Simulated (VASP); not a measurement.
Write the native input for VASP 6.6.1 that does the following.

| Quantity | Value |
| --- | --- |
| Task | single point |
| Functional | r2SCAN |
| Potentials or basis | VASP PAW PBE potentials, release 64 (Ga_d, N) |
| Cutoff | 520 eV |
| k mesh | 10 × 10 × 6 |
| Occupations | tetrahedron |
| Spin | no spin polarisation |
| Dipole correction | no |
| Further INCAR settings | ALGO = Normal; EDIFF = 1e-06; NBANDS = 26 |

Crystal: GaN.

```
CELL_PARAMETERS angstrom
3.12155 0.00000 0.00000
-1.56078 2.70335 0.00000
0.00000 0.00000 5.08517
ATOMIC_POSITIONS crystal
Ga 0.66670 0.33330 0.00000
Ga 0.33340 0.66670 0.50000
N 0.66670 0.33330 0.37700
N 0.33340 0.66670 0.87700
```

One way to write it, as run:

POSCAR

```
GaN
1.0
    3.1215510000      0.0000000000      0.0000000000
   -1.5607760000      2.7033470000      0.0000000000
    0.0000000000      0.0000000000      5.0851720000
Ga N
2 2
Direct
    0.6667000000      0.3333000000      0.0000000000
    0.3334000000      0.6667000000      0.5000000000
    0.6667000000      0.3333000000      0.3770000000
    0.3334000000      0.6667000000      0.8770000000
```

INCAR.step1

```
ALGO     = Normal         # electronic algorithm
EDIFF    = 1E-4           # SCF threshold, eV
ENCUT    = 520            # plane-wave cutoff, eV
GGA      = PE             # functional
ISMEAR   = -5             # smearing method
LASPH    = True           # aspherical terms in the spheres
LCHARG   = False          # write CHGCAR
LREAL    = False          # projectors in reciprocal space
LWAVE    = True           # write WAVECAR
NBANDS   = 26             # bands
NELM     = 80             # most SCF steps
PREC     = Accurate       # precision mode
SIGMA    = 0.1            # smearing width, eV
```

INCAR.step2

```
ALGO     = Normal         # electronic algorithm
EDIFF    = 1E-6           # SCF threshold, eV
ENCUT    = 520            # plane-wave cutoff, eV
ISIF     = 2              # what is computed and relaxed
ISMEAR   = -5             # smearing method
ISTART   = 1            
LASPH    = True           # aspherical terms in the spheres
LCHARG   = False          # write CHGCAR
LMIXTAU  = True         
LREAL    = False          # projectors in reciprocal space
LWAVE    = False          # write WAVECAR
METAGGA  = R2SCAN         # meta-GGA
NBANDS   = 26             # bands
NELM     = 80             # most SCF steps
PREC     = Accurate       # precision mode
SIGMA    = 0.1            # smearing width, eV
```

KPOINTS

```
k-points
0
Gamma
  10 10 6
```

Potentials or basis: VASP PAW PBE potentials, release 64 (Ga_d, N).

Launch:

```sh
$ cat potpaw_PBE.64/Ga_d/POTCAR potpaw_PBE.64/N/POTCAR > POTCAR
$ cp INCAR.step1 INCAR
$ mpirun -np 1 vasp_std > vasp.out
$ cp INCAR.step2 INCAR
$ mpirun -np 1 vasp_std > vasp.out
```

It gave:

* Pressure: 14.3 GPa
* Largest force: 0.034 eV/Å
* Band gap on the k mesh: 2.75 eV, direct

Caveat: the PAW data sets were made with another functional, which shifts forces and pressure a little.

Wall time 7.5 min on 1 thread of Intel(R) Xeon(R) Platinum 8488C (Sapphire Rapids), with other jobs on the host, peak memory 0.25 GiB.
